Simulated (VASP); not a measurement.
# HgTe (Coloradoite) (F-43m) in VASP: settings compared, part 2 of 3

VASP 6.6.1. The steps go on from the part before.

## (3) Single point, PBE

Input file INCAR:

```
PREC     = Accurate       # precision mode
ENCUT    = 520            # plane-wave cutoff, eV
EDIFF    = 1E-6           # SCF threshold, eV
ISMEAR   = 0              # smearing method
SIGMA    = 0.020999999999999998 # smearing width, eV
LREAL    = F              # projectors in reciprocal space
LASPH    = T              # aspherical terms in the spheres
NELM     = 60             # most SCF steps
ALGO     = Normal         # electronic algorithm
ISIF     = 2              # what is computed and relaxed
LWAVE    = F              # write WAVECAR
LCHARG   = F              # write CHGCAR
GGA      = PE             # functional
NBANDS   = 16             # bands
```

Input file KPOINTS:

```
regular mesh
0
Gamma
  7 7 7
```

Input file POSCAR:

```
HgTe
1.0
    0.0000000000      3.2145000000      3.2145000000
    3.2145000000      0.0000000000      3.2145000000
    3.2145000000      3.2145000000      0.0000000000
Hg Te
1 1
Direct
    0.0000000000      0.0000000000      0.0000000000
    0.7500000000      0.7500000000      0.7500000000
```

Potentials or basis: VASP PAW PBE potentials, release 64 (Hg, Te).

Started as:

```
$ cat potpaw_PBE.64/Hg/POTCAR potpaw_PBE.64/Te/POTCAR > POTCAR
$ mpirun -np 1 vasp_std > vasp.out
```

OUTCAR:

```text
PREC = Accurate
   ENCUT = 520
   EDIFF = 1E-6
   ISMEAR = 0
   LREAL = F
   LASPH = T
   NELM = 60
   ISIF = 2
   GGA = PE

 ion  position               nearest neighbor table
   1  0.000  0.000  0.000-   2 2.78   2 2.78   2 2.78   2 2.78
   2  0.750  0.750  0.750-   1 2.78   1 2.78   1 2.78   1 2.78

  LATTYP: Found a face centered cubic cell.
 ALAT       =     6.4290000000

  Lattice vectors:

 A1 = (   0.0000000000,   3.2145000000,   3.2145000000)
 A2 = (   3.2145000000,   0.0000000000,   3.2145000000)
 A3 = (   3.2145000000,   3.2145000000,   0.0000000000)

Analysis of symmetry for initial positions (statically):
=====================================================================
 Subroutine PRICEL returns:
 Original cell was already a primitive cell.

 Routine SETGRP: Setting up the symmetry group for a
 face centered cubic supercell.

 Subroutine GETGRP returns: Found 24 space group operations
 (whereof 24 operations were pure point group operations)
 out of a pool of 48 trial point group operations.

The static configuration has the point symmetry T_d .

Analysis of symmetry for dynamics (positions and initial velocities):
=====================================================================
 Subroutine PRICEL returns:
 Original cell was already a primitive cell.

 Routine SETGRP: Setting up the symmetry group for a
 face centered cubic supercell.

 Subroutine GETGRP returns: Found 24 space group operations
 (whereof 24 operations were pure point group operations)
 out of a pool of 48 trial point group operations.

The dynamic configuration has the point symmetry T_d .

 Subroutine INISYM returns: Found 24 space group operations
 (whereof 24 operations are pure point group operations),
 and found     1 'primitive' translations

----------------------------------------------------------------------------------------

                                     Primitive cell
[... 104 lines left out ...]
   IMIX   =      4    mixing-type and parameters
     AMIX     =   0.40;   BMIX     =  1.00
     AMIX_MAG =   1.60;   BMIX_MAG =  1.00
  volume/ion in A,a.u.               =      33.22       224.15
  Fermi-wavevector in a.u.,A,eV,Ry     =   1.059357  2.001894 15.268958  1.122237
  Thomas-Fermi vector in A             =   2.194699
   LORBIT       =      0    0 simple, 1 ext, 2 COOP (PROOUT), +10 PAW based schemes
   GGA     = PE    functional components
   LHFCALC =     F    Hartree Fock is set to
   AEXX    =    0.0000 exact exchange contribution
   IVDW    =     0    specifies the selected vdW correction
   LEPSILON=     F    determine dielectric tensor
   LRPA    =     F    only Hartree local field effects (RPA)
 non-spin polarized calculation
 Gauss-broadening in eV      SIGMA  =   0.02
  energy-cutoff  :      520.00
  volume of cell :       66.43
 maximum number of plane-waves:      1808
 NGX is ok and might be reduce to    36
   NGX = 17   NGY = 17   NGZ = 17

 number of electron      18.0000000 magnetization

 Free energy of the ion-electron system (eV)
  ---------------------------------------------------
  ext. energy  EPLUGINS =         0.00000000
  ---------------------------------------------------
  free energy    TOTEN  =        -3.55127940 eV

  energy without entropy =       -3.55118495  energy(sigma->0) =       -3.55123217

 E-fermi :   3.2812     XC(G=0):  -8.8172

 val. band max:        3.2747844708   @ k =   0.0000   0.0000   0.0000
 cond. band min:       4.0012275561   @ k =   0.4286   0.0000   0.0000
 fundamental gap:      0.7264430853
 Fermi energy:         3.2811804246

 k-point     1 :       0.0000    0.0000    0.0000
  band No.  band energies     occupation
      1      -8.8315      2.00000
      2      -4.1788      2.00000
      3      -4.1788      2.00000
      4      -4.1788      2.00000
      5      -3.6291      2.00000
      6      -3.6291      2.00000
[... 357 lines left out ...]
      3      -3.9073      2.00000
      4      -3.6998      2.00000
      5      -3.6429      2.00000
      6      -3.0517      2.00000
[... 8 lines left out ...]
     15      13.3842      0.00000
     16      15.1675      0.00000

------------------------ aborting loop because EDIFF is reached ----------------------------------------

  FORCE on cell =-STRESS in cart. coord.  units (eV):
  Direction    XX          YY          ZZ          XY          YZ          ZX
  --------------------------------------------------------------------------------------
  -------------------------------------------------------------------------------------
  Total        1.9214351      1.9214351      1.9214351      0.0000000      0.0000000      0.0000000
  in kB       46.3410655     46.3410655     46.3410655      0.0000000      0.0000000      0.0000000
  external PRESSURE =      46.3410655 kB  Pullay stress =       0.0000000 kB

 VOLUME and BASIS-vectors are now :
 -----------------------------------------------------------------------------
  energy-cutoff  :      520.00
  volume of cell :       66.43
      direct lattice vectors                 reciprocal lattice vectors
     0.000000000  3.214500000  3.214500000    -0.155545186  0.155545186  0.155545186
     3.214500000  0.000000000  3.214500000     0.155545186 -0.155545186  0.155545186
     3.214500000  3.214500000  0.000000000     0.155545186  0.155545186 -0.155545186

 POSITION                                       TOTAL-FORCE (eV/Angst)
 -----------------------------------------------------------------------------------
      0.00000      0.00000      0.00000         0.000000      0.000000      0.000000
      4.82175      4.82175      4.82175        -0.000000     -0.000000     -0.000000
 -----------------------------------------------------------------------------------
    total drift:                                0.000000      0.000000      0.000000

  FREE ENERGIE OF THE ION-ELECTRON SYSTEM (eV)
  ---------------------------------------------------
  free  energy   TOTEN  =        -3.5512793972 eV

  energy  without entropy=       -3.5511849508  energy(sigma->0) =       -3.55123217
```

OSZICAR:

```text
N       E                     dE             d eps       ncg     rms          rms(c)
DAV:   1     0.105541503126E+03    0.10554E+03   -0.78884E+03   640   0.966E+02
DAV:   2    -0.141544469050E+00   -0.10568E+03   -0.97528E+02   736   0.228E+02
DAV:   3    -0.373579368641E+01   -0.35942E+01   -0.35870E+01   792   0.434E+01
DAV:   4    -0.376697681515E+01   -0.31183E-01   -0.31181E-01   944   0.382E+00
DAV:   5    -0.376705103325E+01   -0.74218E-04   -0.74218E-04   816   0.174E-01    0.796E+00
DAV:   6    -0.356016034080E+01    0.20689E+00   -0.40224E-01   728   0.868E+00    0.626E+00
DAV:   7    -0.355206468548E+01    0.80957E-02   -0.10298E-01   728   0.222E+00    0.223E+00
DAV:   8    -0.355121837410E+01    0.84631E-03   -0.11402E-02   704   0.123E+00    0.565E-01
DAV:   9    -0.355123584295E+01   -0.17469E-04   -0.72860E-04   808   0.313E-01    0.137E-01
DAV:  10    -0.355126591129E+01   -0.30068E-04   -0.86821E-05   736   0.814E-02    0.505E-02
DAV:  11    -0.355128192413E+01   -0.16013E-04   -0.38502E-05   768   0.485E-02    0.425E-02
DAV:  12    -0.355127959792E+01    0.23262E-05   -0.46832E-06   736   0.201E-02    0.208E-02
DAV:  13    -0.355127939716E+01    0.20076E-06   -0.70427E-07   536   0.432E-03
   1 F= -.35512794E+01 E0= -.35512322E+01  d E =-.944463E-04
```

stdout:

```text
POSCAR found type information on POSCAR HgTe
 POSCAR found :  2 types and       2 ions
 scaLAPACK will be used
 LDA part: xc-table for (Slater+PW92), standard interpolation
 POSCAR, INCAR and KPOINTS ok, starting setup
 FFT: planning ... GRIDC
 FFT: planning ... GRID_SOFT
 FFT: planning ... GRID
 WAVECAR not read
 entering main loop
```

It took 34 s on 1 thread of Intel Xeon 8259CL, shared host; peak memory 0.21 GiB.

Results:

```yaml
Free_energy: -3.5513 eV
Pressure: 4.6 GPa
Band_gap_on_the_k_mesh: zero (filled and empty bands touch)
```

Levels at points of the mesh, in eV from the Fermi level:
```
           k point  band 6  band 7  band 8  band 9  band 10  band 11  band 12  band 13
(0.00, 0.00, 0.00)   -6.91   -0.69   -0.01   -0.01    -0.01     4.19     4.19     4.19
```

Caveat: spin-orbit coupling is left out, which moves the levels of the heavy elements.

## (4) Single point, PBEsol

This run uses another cell than the first one, of 34.51 Å³/atom, 1.039 times its volume.

Input file INCAR:

```
SYSTEM = HgTe
ALGO     = Normal         ! electronic algorithm
EDIFF    = 1E-6           ! SCF threshold, eV
ENCUT    = 520            ! plane-wave cutoff, eV
GGA      = PS             ! functional
ISIF     = 2              ! what is computed and relaxed
ISMEAR   = -1             ! smearing method
LASPH    = .True.         ! aspherical terms in the spheres
LCHARG   = .True.         ! write CHGCAR
LELF     = .True.         ! ELF
LREAL    = .False.        ! projectors in reciprocal space
LVHAR    = .True.       
LWAVE    = .False.        ! write WAVECAR
NBANDS   = 16             ! bands
NELM     = 80             ! most SCF steps
PREC     = Accurate       ! precision mode
SIGMA    = 0.05           ! smearing width, eV
```

Input file KPOINTS:

```
k-points
0
Gamma
  7 7 7
  0 0 0
```

Input file POSCAR:

```
HgTe
1.0
    0.0000000000      3.2556039258      3.2556039258
    3.2556039258      0.0000000000      3.2556039258
    3.2556039258      3.2556039258      0.0000000000
Hg Te
1 1
Direct
    0.0000000000      0.0000000000      0.0000000000
    0.7500000000      0.7500000000      0.7500000000
```

Potentials or basis: VASP PAW PBE potentials, release 64 (Hg, Te).

Started as:

```
$ cat potpaw_PBE.64/Hg/POTCAR potpaw_PBE.64/Te/POTCAR > POTCAR
$ mpirun -np 1 vasp_std > vasp.out
```

OUTCAR:

```text
SYSTEM = HgTe
   EDIFF = 1E-6
   ENCUT = 520
   GGA = PS
   ISIF = 2
   ISMEAR = -1
   LASPH = .True.
   LREAL = .False.
   NELM = 80
   PREC = Accurate

 ion  position               nearest neighbor table
   1  0.000  0.000  0.000-   2 2.82   2 2.82   2 2.82   2 2.82
   2  0.750  0.750  0.750-   1 2.82   1 2.82   1 2.82   1 2.82

  LATTYP: Found a face centered cubic cell.
 ALAT       =     6.5112078516

  Lattice vectors:

 A1 = (   0.0000000000,   3.2556039258,   3.2556039258)
 A2 = (   3.2556039258,   0.0000000000,   3.2556039258)
 A3 = (   3.2556039258,   3.2556039258,   0.0000000000)

Analysis of symmetry for initial positions (statically):
=====================================================================
 Subroutine PRICEL returns:
 Original cell was already a primitive cell.

 Routine SETGRP: Setting up the symmetry group for a
 face centered cubic supercell.

 Subroutine GETGRP returns: Found 24 space group operations
 (whereof 24 operations were pure point group operations)
 out of a pool of 48 trial point group operations.

The static configuration has the point symmetry T_d .

Analysis of symmetry for dynamics (positions and initial velocities):
=====================================================================
 Subroutine PRICEL returns:
 Original cell was already a primitive cell.

 Routine SETGRP: Setting up the symmetry group for a
 face centered cubic supercell.

 Subroutine GETGRP returns: Found 24 space group operations
 (whereof 24 operations were pure point group operations)
 out of a pool of 48 trial point group operations.

The dynamic configuration has the point symmetry T_d .

 Subroutine INISYM returns: Found 24 space group operations
 (whereof 24 operations are pure point group operations),
 and found     1 'primitive' translations

----------------------------------------------------------------------------------------

                                     Primitive cell

  volume of cell :      69.0120

  direct lattice vectors                    reciprocal lattice vectors
     0.000000000  3.255603926  3.255603926    -0.153581336  0.153581336  0.153581336
     3.255603926  0.000000000  3.255603926     0.153581336 -0.153581336  0.153581336
     3.255603926  3.255603926  0.000000000     0.153581336  0.153581336 -0.153581336

  length of vectors
     4.604119226  4.604119226  4.604119226     0.266010677  0.266010677  0.266010677

  position of ions in fractional coordinates (direct lattice)
     0.000000000  0.000000000  0.000000000
     0.750000000  0.750000000  0.750000000

  ion indices of the primitive-cell ions
   primitive index   ion index
                 1           1
                 2           2

----------------------------------------------------------------------------------------

 KPOINTS: k-points

Automatic generation of k-mesh.
 Grid dimensions read from file:
 generate k-points for:    7    7    7

 Generating k-lattice:

  Cartesian coordinates                     Fractional coordinates (reciprocal lattice)
    -0.021940191  0.021940191  0.021940191     0.142857143  0.000000000  0.000000000
     0.021940191 -0.021940191  0.021940191     0.000000000  0.142857143  0.000000000
     0.021940191  0.021940191 -0.021940191     0.000000000  0.000000000  0.142857143

  Length of vectors
     0.038001525  0.038001525  0.038001525

  Shift w.r.t. Gamma in fractional coordinates (k-lattice)
     0.000000000  0.000000000  0.000000000

 Subroutine IBZKPT returns following result:
 ===========================================

 Found     20 irreducible k-points:

 Following reciprocal coordinates:
            Coordinates               Weight
  0.000000  0.000000  0.000000      1.000000
  0.142857  0.000000  0.000000      8.000000
  0.285714  0.000000  0.000000      8.000000
  0.428571  0.000000  0.000000      8.000000
  0.142857  0.142857  0.000000      6.000000
  0.285714  0.142857  0.000000     24.000000
[... 12 lines left out ...]
 -0.428571  0.428571  0.142857     24.000000
 -0.285714  0.428571  0.142857     24.000000
   k-points           NKPTS =     20   k-points in BZ     NKDIM =     20   number of bands    NBANDS=     16
   number of dos      NEDOS =    301   number of ions     NIONS =      2
   total plane-waves  NPLWV =  46656
   dimension x,y,z NGX =    36 NGY =   36 NGZ =   36
   dimension x,y,z NGXF=    72 NGYF=   72 NGZF=   72
   ions per type =               1   1
   NGX,Y,Z   is equivalent  to a cutoff of  13.00, 13.00, 13.00 a.u.
   NGXF,Y,Z  is equivalent  to a cutoff of  26.00, 26.00, 26.00 a.u.
 SYSTEM =  HgTe
   PREC   = accura    normal or accurate (medium, high low for compatibility)
   ISTART =      0    job   : 0-new  1-cont  2-samecut
   ICHARG =      2    charge: 1-file 2-atom 10-const
   ISPIN  =      1    spin polarized calculation?
   LNONCOLLINEAR =      F non collinear calculations
   LSORBIT =      F    spin-orbit coupling
   LASPH  =      T    aspherical Exc in radial PAW
   ENCUT  =  520.0 eV  38.22 Ry    6.18 a.u.   8.56  8.56  8.56*2*pi/ulx,y,z
   NELM   =     80;   NELMIN=  2; NELMDL= -5     # of ELM steps
   EDIFF  = 0.1E-05   stopping-criterion for ELM
   LREAL  =      F    real-space projection
   EDIFFG = 0.1E-04   stopping-criterion for IOM
   NSW    =      0    number of steps for IOM
   IBRION =     -1    ionic relax: 0-MD 1-quasi-New 2-CG
   NFREE  =      0    steps in history (QN), initial steepest desc. (CG)
   ISIF   =      2    stress and relaxation
   ISYM   =      2    0-nonsym 1-usesym 2-fastsym
   POTIM  = 0.5000    time-step for ionic-motion
   TEBEG  =    0.0;   TEEND  =   0.0 temperature during run
   PSTRESS=    0.0 pullay stress
   NELECT =      18.0000    total number of electrons
   NUPDOWN=      -1.0000    fix difference up-down
   EMIN   =  10.00;   EMAX   =-10.00  energy-range for DOS
   EFERMI =   0.00;   METHOD = LEGACY
   ISMEAR =    -1;   SIGMA  =   0.05  broadening in eV -4-tet -1-fermi 0-gaus
   EFERMI_NEDOS =   21; number of points for ismear=-14 and -15
   IALGO  =     38    algorithm
   IMIX   =      4    mixing-type and parameters
     AMIX     =   0.40;   BMIX     =  1.00
     AMIX_MAG =   1.60;   BMIX_MAG =  1.00
  volume/ion in A,a.u.               =      34.51       232.86
  Fermi-wavevector in a.u.,A,eV,Ry     =   1.045982  1.976619 14.885832  1.094078
  Thomas-Fermi vector in A             =   2.180801
   LORBIT       =      0    0 simple, 1 ext, 2 COOP (PROOUT), +10 PAW based schemes
   GGA     = PS    functional components
   LHFCALC =     F    Hartree Fock is set to
   AEXX    =    0.0000 exact exchange contribution
   IVDW    =     0    specifies the selected vdW correction
   LEPSILON=     F    determine dielectric tensor
   LRPA    =     F    only Hartree local field effects (RPA)
 non-spin polarized calculation
  energy-cutoff  :      520.00
  volume of cell :       69.01
 maximum number of plane-waves:      1875
 NGX is ok and might be reduce to    36
   NGX = 17   NGY = 17   NGZ = 17

 number of electron      18.0000002 magnetization

 Free energy of the ion-electron system (eV)
  ---------------------------------------------------
  ext. energy  EPLUGINS =         0.00000000
  ---------------------------------------------------
  free energy    TOTEN  =        -4.37213825 eV

  energy without entropy =       -4.37141476  energy(sigma->0) =       -4.37177650

 E-fermi :   2.7688     XC(G=0):  -8.8368

 val. band max:        2.7262278282   @ k =   0.0000   0.0000   0.0000
 cond. band min:       3.3819216961   @ k =   0.4286   0.0000   0.0000
 fundamental gap:      0.6556938679
 Fermi energy:         2.7688091989

 k-point     1 :       0.0000    0.0000    0.0000
  band No.  band energies     occupation
      1      -9.1418      2.00000
      2      -4.4953      2.00000
      3      -4.4953      2.00000
      4      -4.4953      2.00000
      5      -3.9861      2.00000
      6      -3.9861      2.00000
[... 8 lines left out ...]
     15      12.2309      0.00000
     16      12.2309      0.00000
[... 343 lines left out ...]
 k-point    20 :      -0.2857    0.4286    0.1429
  band No.  band energies     occupation
      1      -8.4140      2.00000
      2      -4.2945      2.00000
      3      -4.2450      2.00000
      4      -4.0509      2.00000
      5      -3.9971      2.00000
      6      -3.4631      2.00000
[... 8 lines left out ...]
     15      12.7047      0.00000
     16      14.3852      0.00000

------------------------ aborting loop because EDIFF is reached ----------------------------------------

  FORCE on cell =-STRESS in cart. coord.  units (eV):
  Direction    XX          YY          ZZ          XY          YZ          ZX
  --------------------------------------------------------------------------------------
  -------------------------------------------------------------------------------------
  Total        0.0454075      0.0454075      0.0454075      0.0000000     -0.0000000      0.0000000
  in kB        1.0541771      1.0541771      1.0541771      0.0000000     -0.0000000      0.0000000
  external PRESSURE =       1.0541771 kB  Pullay stress =       0.0000000 kB

 VOLUME and BASIS-vectors are now :
 -----------------------------------------------------------------------------
  energy-cutoff  :      520.00
  volume of cell :       69.01
      direct lattice vectors                 reciprocal lattice vectors
     0.000000000  3.255603926  3.255603926    -0.153581336  0.153581336  0.153581336
     3.255603926  0.000000000  3.255603926     0.153581336 -0.153581336  0.153581336
     3.255603926  3.255603926  0.000000000     0.153581336  0.153581336 -0.153581336

 POSITION                                       TOTAL-FORCE (eV/Angst)
 -----------------------------------------------------------------------------------
      0.00000      0.00000      0.00000        -0.000000     -0.000000     -0.000000
      4.88341      4.88341      4.88341         0.000000      0.000000      0.000000
 -----------------------------------------------------------------------------------
    total drift:                                0.000000      0.000000      0.000000

  FREE ENERGIE OF THE ION-ELECTRON SYSTEM (eV)
  ---------------------------------------------------
  free  energy   TOTEN  =        -4.3721382452 eV

  energy  without entropy=       -4.3714147621  energy(sigma->0) =       -4.37177650
```

It took 41 s on 1 thread of Intel Xeon 8259CL, shared host; peak memory 0.21 GiB.

What came out:

```yaml
Free_energy: -4.3721 eV
Pressure: 0.1 GPa
Band_gap_on_the_k_mesh: zero (filled and empty bands touch)
```

Caveat: the PAW data sets were made with another functional, which shifts forces and pressure a little; spin-orbit coupling is left out, which moves the levels of the heavy elements.

(Continued in part 3 of 3.)
